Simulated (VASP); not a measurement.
Wanted: the native input for a VASP 6.6.1 run.

| Item | Value |
| --- | --- |
| Task | relaxation of cell and atoms |
| Functional | PBE |
| Dispersion | D3(BJ) |
| Potentials or basis | VASP PAW PBE potentials, release 64 (Sn_d, Se) |
| Cutoff | 600 eV |
| k mesh | 9 × 9 × 4 |
| Occupations | gaussian, width 0.02 eV |
| Spin | no spin polarisation |
| Dipole correction | no |
| Further INCAR settings | ALGO = Normal; EDIFF = 1e-06; IBRION = 2; EDIFFG = -0.02; NSW = 70; ISIF = 3 |

The structure of SnSe2 lies in POSCAR:

```
SnSe2
1.0
    3.8418990000      0.0000000000      0.0000000000
   -1.9209500000      3.3271820000      0.0000000000
    0.0000000000      0.0000000000      6.4858800000
Sn Se
1 2
Direct
    0.0000000000      0.0000000000      0.0000000000
    0.6666670000      0.3333330000      0.7570990000
    0.3333330000      0.6666670000      0.2429010000
```

The input as run:

INCAR

```
SYSTEM = SnSe2
PREC = Accurate ; ENCUT = 600
EDIFF = 1E-6 ; ISMEAR = 0
SIGMA = 0.02 ; LREAL = .False.
LASPH = .True. ; NELM = 80
ALGO = Normal ; ISIF = 3
LWAVE = .False. ; LCHARG = .False.
GGA = PE ; IVDW = 12
IBRION = 2 ; NSW = 70
EDIFFG = -0.02
```

KPOINTS

```
Automatic mesh
0
Gamma
  9 9 4
  0 0 0
```

Potentials or basis: VASP PAW PBE potentials, release 64 (Sn_d, Se).

Command:

```sh
$ cat potpaw_PBE.64/Sn_d/POTCAR potpaw_PBE.64/Se/POTCAR > POTCAR
$ mpirun -np 1 vasp_std > vasp.out
```

Results of the run:

```json
{
 "Relaxed volume": "25.54 Å³/atom",
 "Relaxed cell": "a = 3.839 Å, b = 3.839 Å, c = 6.002 Å, α = 90.00°, β = 90.00°, γ = 120.00°",
 "Space group after relaxing (to 0.1 Å)": "P-3m1 (No. 164)",
 "Energy gained by relaxing": "13.6 meV/atom",
 "Ionic steps": "12",
 "Pressure after relaxing": "0.0 GPa",
 "Largest force after relaxing": "0.016 eV/Å",
 "Band gap on the k mesh": "0.50 eV (least direct gap 0.81 eV)",
 "Dispersion energy per atom": "-0.365 eV"
}
```

Caveat: semilocal functionals underestimate gaps, and a narrow one can read as zero; spin-orbit coupling is left out, which moves the levels of the heavy elements.

Run time: 4.6 min on 1 thread of Intel(R) Xeon(R) Platinum 8559C (Emerald Rapids) (shared host), peak memory 0.29 GiB.
